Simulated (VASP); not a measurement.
**La: single point with LDA**

La:

```
La
1.0
    -2.02038    2.02038    2.02038
     2.02038   -2.02038    2.02038
     2.02038    2.02038   -2.02038
La
1
Direct
  0.00000 0.00000 0.00000
```

This isn't the form of La at room conditions, which is double hcp.

```
Program                : VASP 6.6.1
Task                   : single point
Functional             : LDA
Potentials or basis    : VASP PAW LDA potentials, release 64 (La)
Cutoff                 : 500 eV
k mesh                 : 15 × 15 × 15
Occupations            : gaussian, width 0.05 eV
Spin                   : no spin polarisation
Dipole correction      : no
Further INCAR settings : ALGO = Normal; EDIFF = 1e-06; NBANDS = 12
```

| Item | Value |
| --- | --- |
| Pressure | -0.1 GPa |
| Band gap on the k mesh | zero (an odd number of electrons rules out a gap without spin polarisation) |

Levels at points of the mesh, in eV from the Fermi level:
```csv
k point,band 2,band 3,band 4,band 5,band 6,band 7,band 8,band 9
"(0.00, 0.00, 0.00)",-15.30,-15.30,-15.30,-3.03,1.50,1.50,1.50,1.61
```

Wall time 21 s on 1 thread of Intel(R) Xeon(R) 6975P-C (Granite Rapids) (shared host), peak memory 0.19 GiB.

Caveat: spin-orbit coupling is left out, which moves the levels of the heavy elements.
